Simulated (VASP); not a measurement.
Set up this calculation in VASP 6.6.1, as the native input.

```yaml
Task: electric field gradients
Functional: PBE
Potentials_or_basis: VASP PAW PBE potentials, release 64 (Ir)
Cutoff: 520 eV
k_mesh: 15 × 15 × 15
Occupations: fermi-dirac, width 0.05 eV
Spin: no spin polarisation
Dipole_correction: no
Further_INCAR_settings: ALGO = Normal; EDIFF = 1e-08; NBANDS = 10
```

The structure of Ir lies in POSCAR:

```
Ir
1.0
    0.0000000000      1.9068157192      1.9068157192
    1.9068157192      0.0000000000      1.9068157192
    1.9068157192      1.9068157192      0.0000000000
Ir
1
Direct
    0.0000000000      0.0000000000      0.0000000000
```

This cell differs from its parent crystal: volume scaled by 0.98.

One way to write it, as run:

INCAR

```
  PREC = Accurate
  ENCUT = 520
  EDIFF = 1E-8
  ISMEAR = -1
  SIGMA = 0.05
  LREAL = False
  LASPH = True
  NELM = 100
  ALGO = Normal
  ISIF = 2
  LWAVE = False
  LCHARG = False
  GGA = PE
  LEFG = True
  NBANDS = 10
```

KPOINTS

```
regular mesh
0
Gamma
  15 15 15
```

Potentials or basis: VASP PAW PBE potentials, release 64 (Ir).

The run is started by

```console
$ cat potpaw_PBE.64/Ir/POTCAR > POTCAR
$ mpirun -np 1 vasp_std > vasp.out
```

It gave:

- Pressure: 18.0 GPa

Caveat: without QUAD_EFG the Cq values of the log hold for a quadrupole moment of 1 mb, not for the nuclei.

It took 25 s on 1 thread of Intel Xeon 8259CL, with other jobs on the host, peak memory 0.14 GiB.
